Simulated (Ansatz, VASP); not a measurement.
## Yb in VASP and in Ansatz

```
CELL_PARAMETERS angstrom
-2.05232 2.05232 2.05232
2.05232 -2.05232 2.05232
2.05232 2.05232 -2.05232
ATOMIC_POSITIONS crystal
Yb 0.00000 0.00000 0.00000
```

Alike in both runs: functional PBE; k mesh 15 × 15 × 15; occupations fermi-dirac, width 0.05 eV; no spin polarisation.

Ansatz relaxed the structure, and its values are those at the end. VASP's run is a single point on that final structure, the one shown.

|  | VASP | Ansatz |
| --- | --- | --- |
| version | VASP 6.6.1 | Ansatz 0.2.0 |
| potentials or method | VASP PAW PBE potentials, release 64 (Yb) | PAW with Ansatz's default frozen-core files, scalar-relativistic |
| plane-wave cutoff (eV) | 520 | 420 |
| valence electrons in the cell | 24 | 24 |

|  | VASP | Ansatz | Ansatz less VASP |
| --- | --- | --- | --- |
| pressure (GPa) | -0.3 | 0.0 | +0.24 |

Spin-orbit coupling is off throughout.
